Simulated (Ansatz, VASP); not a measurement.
# Two plane-wave programs on AlNi

```
Al Ni
1.0
     2.04281   -1.81299    0.00000
     2.04281    1.81299    0.00000
     0.00000    0.00000    2.90114
Al Ni
1 1
Direct
  0.00000 0.00000 0.00000
  0.50000 0.50000 0.50000
```

Change from the starting cell: strain -0.1125 x Voigt [0, 1, 0, 0, 0, 0], atoms carried along.

Alike in both runs: task single point; functional PBE; k mesh 20 × 20 × 20; occupations gaussian, width 0.15 eV; no spin polarisation.

|  | VASP | Ansatz |
| --- | --- | --- |
| version | VASP 6.6.1 | Ansatz 0.2.0 |
| potentials or method | VASP PAW PBE potentials, release 64 (Al, Ni), cutoff 520 eV | scalar-relativistic, plane waves, PAW |
| valence electrons in the cell | 13 | 21 |

```tsv
	VASP	Ansatz	Ansatz less VASP
gap on the k mesh at the Fermi level (eV)	none	none	-
pressure (GPa)	27.2	27.0	-0.22
traceless stress, the component that is largest in VASP (GPa)	18.86	18.91	+0.049
```

A gap of «none» marks a metal or a gap that the smearing closes. VASP's potentials hold 13 valence electrons a cell and Ansatz's 21, so a difference there can come from the potentials and not from the codes.
